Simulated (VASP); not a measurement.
Input of a VASP 6.6.1 run:

File INCAR:

```
PREC = Accurate ; ENCUT = 520
EDIFF = 1E-7 ; ISMEAR = 0
SIGMA = 0.15 ; LREAL = False
LASPH = True ; NELM = 80
ALGO = Fast ; ISIF = 2
LWAVE = False ; LCHARG = True
GGA = PS ; LELF = True
LVHAR = True ; NBANDS = 12
```

The input KPOINTS:

```
Automatic mesh
0
Gamma
  24 24 24
```

File POSCAR:

```
Cu
1.0
   -1.4788631530      1.4788631530      1.4448855225
    1.4788631530     -1.4788631530      1.4448855225
    1.4788631530      1.4788631530     -1.4448855225
Cu
1
Direct
    0.0000000000      0.0000000000      0.0000000000
```

Potentials or basis: VASP PAW PBE potentials, release 64 (Cu).

Command:

```sh
$ cat potpaw_PBE.64/Cu/POTCAR > POTCAR
$ mpirun -np 1 vasp_std > vasp.out
```

Q: Predict the band gap on the k mesh.

A: Zero (an odd number of electrons rules out a gap without spin polarisation).

Q: What does it give for the pressure?

A: -12.9 GPa.

Stress tensor (GPa, compression positive):
```
-12.82   0.00   0.00
  0.00 -12.82   0.00
  0.00   0.00 -13.05
```

Caveat: the cell differs from its parent crystal (strain +0.025 along x and y, +0.050 along z); the cell stands under tension; the PAW data sets were made with another functional, which shifts forces and pressure a little.
